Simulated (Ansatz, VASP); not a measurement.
Two plane-wave programs on Si

```
CELL_PARAMETERS angstrom
0.00000 2.73497 2.73497
2.73497 0.00000 2.73497
2.73497 2.73497 0.00000
ATOMIC_POSITIONS crystal
Si 0.00000 0.00000 0.00000
Si 0.25000 0.25000 0.25000
```

Alike in both runs: task single point; functional r2SCAN; k mesh 8 × 8 × 8; occupations gaussian, width 0.02 eV; no spin polarisation.

```csv
,VASP,Ansatz
version,VASP 6.6.1,Ansatz 0.2.0
potentials or method,"VASP PAW PBE potentials, release 64 (Si), cutoff 550 eV","scalar-relativistic, plane waves, PAW"
valence electrons in the cell,8,8
```

|  | VASP | Ansatz | Ansatz less VASP |
| --- | --- | --- | --- |
| gap on the k mesh at the Fermi level (eV) | 0.85 | 0.83 | -0.015 |
| least direct gap on the mesh (eV) | 2.75 | 2.73 | -0.015 |
| pressure (GPa) | -1.6 | -1.3 | +0.23 |

VASP's potentials were made for PBE, not for r2SCAN.
